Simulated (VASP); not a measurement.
# C (R32) in VASP: further runs

The runs below take C through single point, relaxation of cell and atoms, with PBE.

All numbers are computed with VASP 6.6.1; they aren't measurements. Logs are shortened: lines on timing, memory, paths and dates and some standing lists are left out, and cuts for length are marked.

### 1 The cell of the first run

The structure is trigonal, space group R32 (No. 155). Conventional cell: a = 4.134 Å, b = 4.134 Å, c = 3.882 Å, α = 90.00°, β = 90.00°, γ = 120.00°. C (site symmetry 2) has 4 C at 1.54 to 1.55 Å within 2.1 Å.

### 2 Single point, PBE

INCAR reads:

```
  PREC = Accurate
  ENCUT = 520
  EDIFF = 1E-7
  ISMEAR = 0
  SIGMA = 0.1
  LREAL = False
  LASPH = True
  NELM = 100
  ALGO = Normal
  ISIF = 2
  LWAVE = False
  LCHARG = False
  GGA = PE
  NBANDS = 13
```

KPOINTS reads:

```
regular mesh
0
Gamma
  18 18 18
```

POSCAR reads:

```
C
1.0
    2.0672170058      1.1935082948      1.2941201808
   -2.0672170058      1.1935082948      1.2941201808
    0.0000000000     -2.3870165896      1.2941201808
C
3
Direct
    0.7150467403      0.2849532597      0.5000000000
    0.5000000000      0.7150467403      0.2849532597
    0.2849532597      0.5000000000      0.7150467403
```

Potentials or basis: VASP PAW PBE potentials, release 64 (C).

On the command line:

```
$ cat potpaw_PBE.64/C/POTCAR > POTCAR
$ mpirun -np 1 vasp_std > vasp.out
```

OUTCAR:

```text
PREC = Accurate
   ENCUT = 520
   EDIFF = 1E-7
   ISMEAR = 0
   LREAL = False
   LASPH = True
   NELM = 100
   ISIF = 2
   GGA = PE

 ion  position               nearest neighbor table
   1  0.715  0.285  0.500-   2 1.54   3 1.54   3 1.55   2 1.55
   2  0.500  0.715  0.285-   1 1.54   3 1.54   1 1.55   3 1.55
   3  0.285  0.500  0.715-   1 1.54   2 1.54   1 1.55   2 1.55

  LATTYP: Found a trigonal (rhomboedric) cell.
 ALAT       =     2.7152523347
 COS(alpha) =    -0.1592623789

  Lattice vectors:

 A1 = (   2.0672170058,   1.1935082948,   1.2941201808)
 A2 = (  -2.0672170058,   1.1935082948,   1.2941201808)
 A3 = (   0.0000000000,  -2.3870165896,   1.2941201808)

Analysis of symmetry for initial positions (statically):
=====================================================================
 Subroutine PRICEL returns:
 Original cell was already a primitive cell.

 Routine SETGRP: Setting up the symmetry group for a
 trigonal (rhombohedral) supercell.

 Subroutine GETGRP returns: Found  6 space group operations
 (whereof  6 operations were pure point group operations)
 out of a pool of 12 trial point group operations.

The static configuration has the point symmetry D_3 .

Analysis of symmetry for dynamics (positions and initial velocities):
=====================================================================
 Subroutine PRICEL returns:
 Original cell was already a primitive cell.

 Routine SETGRP: Setting up the symmetry group for a
 trigonal (rhombohedral) supercell.

 Subroutine GETGRP returns: Found  6 space group operations
 (whereof  6 operations were pure point group operations)
 out of a pool of 12 trial point group operations.

The dynamic configuration has the point symmetry D_3 .

 Subroutine INISYM returns: Found  6 space group operations
 (whereof  6 operations are pure point group operations),
 and found     1 'primitive' translations

----------------------------------------------------------------------------------------

                                     Primitive cell

  volume of cell :      19.1574

  direct lattice vectors                    reciprocal lattice vectors
     2.067217006  1.193508295  1.294120181     0.241871075  0.139644330  0.257575253
    -2.067217006  1.193508295  1.294120181    -0.241871075  0.139644330  0.257575253
     0.000000000 -2.387016590  1.294120181     0.000000000 -0.279288661  0.257575253

  length of vectors
     2.715252335  2.715252335  2.715252335     0.379930477  0.379930477  0.379930477

  position of ions in fractional coordinates (direct lattice)
     0.715046740  0.284953260  0.500000000
     0.500000000  0.715046740  0.284953260
     0.284953260  0.500000000  0.715046740

  ion indices of the primitive-cell ions
   primitive index   ion index
                 1           1
                 2           2
                 3           3

----------------------------------------------------------------------------------------

 KPOINTS: regular mesh

Automatic generation of k-mesh.
 Grid dimensions read from file:
 generate k-points for:   18   18   18

 Generating k-lattice:

  Cartesian coordinates                     Fractional coordinates (reciprocal lattice)
     0.013437282  0.007758018  0.014309736     0.055555556  0.000000000  0.000000000
    -0.013437282  0.007758018  0.014309736     0.000000000  0.055555556  0.000000000
     0.000000000 -0.015516037  0.014309736     0.000000000  0.000000000  0.055555556

  Length of vectors
     0.021107249  0.021107249  0.021107249

  Shift w.r.t. Gamma in fractional coordinates (k-lattice)
     0.000000000  0.000000000  0.000000000

 Subroutine IBZKPT returns following result:
 ===========================================

 Found    580 irreducible k-points:

 Following reciprocal coordinates:
            Coordinates               Weight
  0.000000  0.000000  0.000000      1.000000
  0.055556 -0.000000  0.000000      6.000000
  0.111111 -0.000000  0.000000      6.000000
  0.166667 -0.000000 -0.000000      6.000000
  0.222222 -0.000000  0.000000      6.000000
  0.277778 -0.000000 -0.000000      6.000000
[... 16 lines left out ...]
 -0.277778  0.055556  0.000000     12.000000
 -0.222222  0.055556 -0.000000     12.000000
 [... further k-points ...]
   k-points           NKPTS =    580   k-points in BZ     NKDIM =    580   number of bands    NBANDS=     13
   number of dos      NEDOS =    301   number of ions     NIONS =      3
   total plane-waves  NPLWV =   8000
   dimension x,y,z NGX =    20 NGY =   20 NGZ =   20
   dimension x,y,z NGXF=    40 NGYF=   40 NGZF=   40
   ions per type =               3
   NGX,Y,Z   is equivalent  to a cutoff of  12.25, 12.25, 12.25 a.u.
   NGXF,Y,Z  is equivalent  to a cutoff of  24.49, 24.49, 24.49 a.u.
 SYSTEM =  unknown system
   PREC   = accura    normal or accurate (medium, high low for compatibility)
   ISTART =      0    job   : 0-new  1-cont  2-samecut
   ICHARG =      2    charge: 1-file 2-atom 10-const
   ISPIN  =      1    spin polarized calculation?
   LNONCOLLINEAR =      F non collinear calculations
   LSORBIT =      F    spin-orbit coupling
   LASPH  =      T    aspherical Exc in radial PAW
   ENCUT  =  520.0 eV  38.22 Ry    6.18 a.u.   5.05  5.05  5.05*2*pi/ulx,y,z
   NELM   =    100;   NELMIN=  2; NELMDL= -5     # of ELM steps
   EDIFF  = 0.1E-06   stopping-criterion for ELM
   LREAL  =      F    real-space projection
   EDIFFG = 0.1E-05   stopping-criterion for IOM
   NSW    =      0    number of steps for IOM
   IBRION =     -1    ionic relax: 0-MD 1-quasi-New 2-CG
   NFREE  =      0    steps in history (QN), initial steepest desc. (CG)
   ISIF   =      2    stress and relaxation
   ISYM   =      2    0-nonsym 1-usesym 2-fastsym
   POTIM  = 0.5000    time-step for ionic-motion
   TEBEG  =    0.0;   TEEND  =   0.0 temperature during run
   PSTRESS=    0.0 pullay stress
   NELECT =      12.0000    total number of electrons
   NUPDOWN=      -1.0000    fix difference up-down
   EMIN   =  10.00;   EMAX   =-10.00  energy-range for DOS
   EFERMI =   0.00;   METHOD = LEGACY
   ISMEAR =     0;   SIGMA  =   0.10  broadening in eV -4-tet -1-fermi 0-gaus
   EFERMI_NEDOS =   21; number of points for ismear=-14 and -15
   IALGO  =     38    algorithm
   IMIX   =      4    mixing-type and parameters
     AMIX     =   0.40;   BMIX     =  1.00
     AMIX_MAG =   1.60;   BMIX_MAG =  1.00
  volume/ion in A,a.u.               =       6.39        43.09
  Fermi-wavevector in a.u.,A,eV,Ry     =   1.400735  2.647006 26.695445  1.962060
  Thomas-Fermi vector in A             =   2.523666
   LORBIT       =      0    0 simple, 1 ext, 2 COOP (PROOUT), +10 PAW based schemes
   GGA     = PE    functional components
   LHFCALC =     F    Hartree Fock is set to
   AEXX    =    0.0000 exact exchange contribution
   IVDW    =     0    specifies the selected vdW correction
   LEPSILON=     F    determine dielectric tensor
   LRPA    =     F    only Hartree local field effects (RPA)
 non-spin polarized calculation
 Gauss-broadening in eV      SIGMA  =   0.10
  energy-cutoff  :      520.00
  volume of cell :       19.16
 maximum number of plane-waves:       538
   NGX = 11   NGY = 11   NGZ = 11

 number of electron      12.0000001 magnetization

 Free energy of the ion-electron system (eV)
  ---------------------------------------------------
  ext. energy  EPLUGINS =         0.00000000
  ---------------------------------------------------
  free energy    TOTEN  =       -24.39525672 eV

  energy without entropy =      -24.39463354  energy(sigma->0) =      -24.39494513

 E-fermi :   9.1018     XC(G=0): -12.5113

 val. band max:        9.0802906441   @ k =   0.2778   0.2222   0.1111
 cond. band min:       9.1097754025   @ k =   0.2778   0.1667   0.1111
 fundamental gap:      0.0294847584
 Fermi energy:         9.1018032339

 k-point     1 :       0.0000    0.0000    0.0000
  band No.  band energies     occupation
      1     -12.9030      2.00000
      2       1.0878      2.00000
      3       1.5498      2.00000
      4       1.5498      2.00000
      5       5.1165      2.00000
      6       5.1165      2.00000
      7       8.0662      2.00000
      8      16.8376      0.00000
      9      16.8376      0.00000
     10      19.8427      0.00000
     11      19.8427      0.00000
     12      21.4977      0.00000
     13      23.7276      0.00000

 k-point     2 :       0.0556   -0.0000    0.0000
  band No.  band energies     occupation
      1     -12.8568      2.00000
      2       0.7327      2.00000
      3       1.1907      2.00000
      4       1.9628      2.00000
      5       4.7812      2.00000
      6       5.6127      2.00000
      7       8.2626      2.00000
      8      16.6990      0.00000
      9      16.8154      0.00000
     10      19.5710      0.00000
     11      20.1124      0.00000
     12      21.6334      0.00000
     13      23.6894      0.00000

 k-point     3 :       0.1111   -0.0000    0.0000
  band No.  band energies     occupation
      1     -12.7190      2.00000
      2      -0.2120      2.00000
      3       1.1234      2.00000
      4       2.1860      2.00000
      5       4.7142      2.00000
      6       6.0659      2.00000
      7       8.7999      1.99998
      8      16.4358      0.00000
      9      16.7278      0.00000
     10      19.2870      0.00000
     11      20.2424      0.00000
     12      22.0732      0.00000
     13      23.6131      0.00000
[... 305 lines left out ...]
 k-point    23 :      -0.2778    0.0556    0.0000
  band No.  band energies     occupation
      1     -11.8293      2.00000
      2      -3.3503      2.00000
      3       1.0986      2.00000
      4       2.3720      2.00000
      5       5.3729      2.00000
      6       6.3306      2.00000
      7      10.4094      0.00000
      8      15.2752      0.00000
      9      17.2716      0.00000
     10      18.8062      0.00000
     11      19.6035      0.00000
     12      23.3471      0.00000
     13      24.4224      0.00000

 k-point    24 :      -0.2222    0.0556   -0.0000
  band No.  band energies     occupation
      1     -12.1981      2.00000
      2      -2.2184      2.00000
      3       1.1536      2.00000
      4       2.2316      2.00000
      5       5.1237      2.00000
      6       6.1532      2.00000
      7      10.0436      0.00000
      8      15.5456      0.00000
      9      16.7521      0.00000
     10      18.9999      0.00000
     11      19.9287      0.00000
     12      23.4440      0.00000
     13      23.9740      0.00000

 [... further k-points ...]

------------------------ aborting loop because EDIFF is reached ----------------------------------------

  FORCE on cell =-STRESS in cart. coord.  units (eV):
  Direction    XX          YY          ZZ          XY          YZ          ZX
  --------------------------------------------------------------------------------------
  -------------------------------------------------------------------------------------
  Total        0.0891991      0.0891991      0.0279085      0.0000000      0.0000000      0.0000000
  in kB        7.4599151      7.4599151      2.3340491      0.0000000      0.0000000      0.0000000
  external PRESSURE =       5.7512931 kB  Pullay stress =       0.0000000 kB

 VOLUME and BASIS-vectors are now :
 -----------------------------------------------------------------------------
  energy-cutoff  :      520.00
  volume of cell :       19.16
      direct lattice vectors                 reciprocal lattice vectors
     2.067217006  1.193508295  1.294120181     0.241871075  0.139644330  0.257575253
    -2.067217006  1.193508295  1.294120181    -0.241871075  0.139644330  0.257575253
     0.000000000 -2.387016590  1.294120181     0.000000000 -0.279288661  0.257575253

 POSITION                                       TOTAL-FORCE (eV/Angst)
 -----------------------------------------------------------------------------------
      0.88910      0.00000      1.94118         0.049308     -0.000000     -0.000000
     -0.44455      0.76998      1.94118        -0.024654      0.042702      0.000000
     -0.44455     -0.76998      1.94118        -0.024654     -0.042702      0.000000
 -----------------------------------------------------------------------------------
    total drift:                               -0.000000      0.000000     -0.000000

  FREE ENERGIE OF THE ION-ELECTRON SYSTEM (eV)
  ---------------------------------------------------
  free  energy   TOTEN  =       -24.3952567159 eV

  energy  without entropy=      -24.3946335376  energy(sigma->0) =      -24.39494513
```

It took 3.7 min on 1 thread of AMD EPYC 7R13, shared host; peak memory 0.18 GiB.

Results:

| Quantity | Value |
| --- | --- |
| Free energy | -24.3953 eV |
| Pressure | 0.6 GPa |
| Largest force | 0.049 eV/Å |
| Band gap on the k mesh | zero (band 6 reaches 9.50 eV, above the bottom of band 7 at 8.07 eV) |

Forces on the atoms (eV/Å):
```
C    0.049  0.000  0.000
C   -0.025  0.043  0.000
C   -0.025 -0.043  0.000
```

Stress tensor (GPa, compression positive):
```
0.75 0.00 0.00
0.00 0.75 0.00
0.00 0.00 0.23
```

### 3 Relaxation of cell and atoms, PBE

INCAR reads:

```
PREC = Accurate ; ENCUT = 600
EDIFF = 1E-6 ; ISMEAR = 0
SIGMA = 0.1 ; LREAL = False
LASPH = True ; NELM = 60
ALGO = Normal ; ISIF = 3
LWAVE = False ; LCHARG = False
GGA = PE ; IBRION = 2
NSW = 100 ; EDIFFG = -0.01
```

KPOINTS reads:

```
Automatic mesh
0
Gamma
  18 18 18
```

POSCAR reads:

```
C
1.0
    2.0662664167      1.1929594719      1.2953717169
   -2.0662664167      1.1929594719      1.2953717169
    0.0000000000     -2.3859189438      1.2953717169
C
3
Direct
    0.7151243476      0.2848756524      0.5000000000
    0.5000000000      0.7151243476      0.2848756524
    0.2848756524      0.5000000000      0.7151243476
```

Potentials or basis: VASP PAW PBE potentials, release 64 (C).

On the command line:

```
$ cat potpaw_PBE.64/C/POTCAR > POTCAR
$ mpirun -np 1 vasp_std > vasp.out
```

Run time: 8.6 min. Hardware: 1 thread of AMD EPYC 7R13, shared host; peak memory 0.2 GiB.

The run converged. Its results:

- Free energy: -24.4014 eV
- Relaxed volume: 6.38 Å³/atom
- Relaxed cell: a = 2.715 Å, b = 2.715 Å, c = 2.715 Å, α = 99.17°, β = 99.17°, γ = 99.17°
- Space group after relaxing (to 0.05 Å): R32 (No. 155)
- Energy gained by relaxing: 0.0 meV/atom
- Ionic steps: 5
- Pressure after relaxing: 0.1 GPa
- Band gap on the k mesh: zero (band 6 reaches 9.52 eV, above the bottom of band 7 at 8.08 eV)

Forces in eV/Å, atoms in the order of the input:
```
C   -0.002  0.000  0.000
C    0.001 -0.002  0.000
C    0.001  0.002  0.000
```

The path:
| step | energy change (eV) | largest force (eV/Å) | pressure (GPa) | volume (Å³) |
| --- | --- | --- | --- | --- |
| 1 | 0.0000 | 0.0385 | -0.06 | 19.16 |
| 2 | 0.0002 | 0.1266 | -0.17 | 19.15 |
| 3 | -0.0001 | 0.0190 | -0.11 | 19.16 |
| 4 | -0.0001 | 0.0078 | 0.23 | 19.14 |
| 5 | -0.0001 | 0.0021 | 0.10 | 19.15 |

Final structure:
```xyz
3
Lattice="2.0671 1.1934 1.2937 -2.0671 1.1934 1.2937 0.0000 -2.3868 1.2937" Properties=species:S:1:pos:R:3 pbc="T T T"
C     0.8897    0.0000    1.9406
C    -0.4448    0.7705    1.9406
C    -0.4448   -0.7705    1.9406
```

Levels at points of the mesh, in eV from the Fermi level:
```
           k point  band 4  band 5  band 6  band 7  band 8  band 9
(0.00, 0.00, 0.00)   -7.58   -3.99   -3.99   -1.04    7.70    7.70
(0.50, 0.00, 0.00)   -6.57   -2.53   -2.22    1.68    6.70    7.67
(0.50, 0.50, 0.00)   -7.72   -6.09   -2.58    4.01    6.53    8.40
(0.50, 0.50, 0.50)   -9.28   -7.11   -7.11    1.55    3.60   14.49
```
